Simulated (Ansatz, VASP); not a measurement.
## One calculation of CaS, two programs

File INCAR:

```
PREC = Accurate
ENCUT = 400
EDIFF = 1E-6
ISMEAR = 0
SIGMA = 0.05
LREAL = False
LASPH = True
NELM = 120
ALGO = Normal
ISIF = 2
LWAVE = False
LCHARG = False
LDIPOL = True
IDIPOL = 3
DIPOL = 0.5 0.5 0.498
GGA = PS
NBANDS = 60
GGA_COMPAT = False
NELMDL = -8
KPAR = 4
```

KPOINTS

```
regular mesh
0
Gamma
  15 11 1
```

POSCAR

```
CaS
1.0
    4.0206091600      0.0000000000      0.0000000000
    0.0000000000      5.6860000000      0.0000000000
    0.0000000000      0.0000000000     28.0515226674
Ca S
6 6
Direct
    0.5000000000      0.5000000000      0.3208381986
    0.0000000000      0.0000000000      0.3925029191
    0.5000000000      0.5000000000      0.4641676397
    0.0000000000      0.0000000000      0.5327140901
    0.5000000000      0.5000000000      0.6081715587
    0.0000000000      0.0000000000      0.6690935780
    0.5000000000      0.0000000000      0.3208381986
    0.0000000000      0.5000000000      0.3925029191
    0.5000000000      0.0000000000      0.4641676397
    0.0000000000      0.5000000000      0.5337279023
    0.5000000000      0.0000000000      0.6052650784
    0.0000000000      0.5000000000      0.6750073754
```

Input for Ansatz:

```yaml
crystal:
  lattice:
    - [4.02060916, 0.0, 0.0]
    - [0.0, 5.686, 0.0]
    - [0.0, 0.0, 28.0515226674]
  atoms:
    - { symbol: Ca, position: [0.5, 0.5, 0.3208381986] }
    - { symbol: S, position: [0.5, 0.0, 0.3208381986] }
    - { symbol: Ca, position: [0.0, 0.0, 0.3925029191] }
    - { symbol: S, position: [0.0, 0.5, 0.3925029191] }
    - { symbol: Ca, position: [0.5, 0.5, 0.4641676397] }
    - { symbol: S, position: [0.5, 0.0, 0.4641676397] }
    - { symbol: Ca, position: [0.0, 0.0, 0.5327140901] }
    - { symbol: S, position: [0.0, 0.5, 0.5337279023] }
    - { symbol: Ca, position: [0.5, 0.5, 0.6081715587] }
    - { symbol: S, position: [0.5, 0.0, 0.6052650784] }
    - { symbol: Ca, position: [0.0, 0.0, 0.669093578] }
    - { symbol: S, position: [0.0, 0.5, 0.6750073754] }
basis:
  ecutwfc: 420.0
  fft_grid_basis: typed
kpoints:
  mp_grid: { grid: [15, 11, 1] }
hamiltonian:
  xc: pbesol
  pseudopotentials: { kind: paw }
scf:
  occupations: { method: gaussian, width: 0.05 }
output:
  forces: true
  eigenvalues: true
  band_densities:
    - { e_range: [-2.95, -2.15] }
    - { e_range: [-2.15, -1.55] }
    - { e_range: [-1.55, -1.2] }
    - { e_range: [-1.2, 0.0] }
    - { e_range: [0.0, 1.2] }
    - { e_range: [1.2, 1.55] }
    - { e_range: [1.55, 2.15] }
  band_residual_tolerance: 1.0e-05
  write_potential: true
  elf: true
  write_density: true
  volumetric_format: npy
efield:
  axis: 3
  dipole_correction: true
  ramp_width: 0.04
checkpoint:
  read: start.run
  write: ck
  compress: false
  write_wavefunctions: false
  write_every: 100000
```

Alike in both runs: task single point; functional PBEsol; k mesh 15 × 11 × 1; occupations gaussian, width 0.05 eV; no spin polarisation.

```csv
,VASP,Ansatz
version,VASP 6.6.1,Ansatz 0.2.0
potentials or method,"VASP PAW PBE potentials, release 64 (Ca_sv, S), cutoff 400 eV","scalar-relativistic, plane waves, PAW"
valence electrons in the cell,96,96
```

Ansatz gave:

* gap on the k mesh at the Fermi level (eV): 1.92
* rms of the force components (eV/Å): 0.216

Q: Which values does VASP return?

A: gap on the k mesh at the Fermi level (eV): 1.92; rms of the force components (eV/Å): 0.214.

VASP's potentials were made for PBE, not for PBEsol. The functional is the same, so the differences come from potentials, cutoffs and numerics. Ansatz's warnings: xc potential rough in thin density.
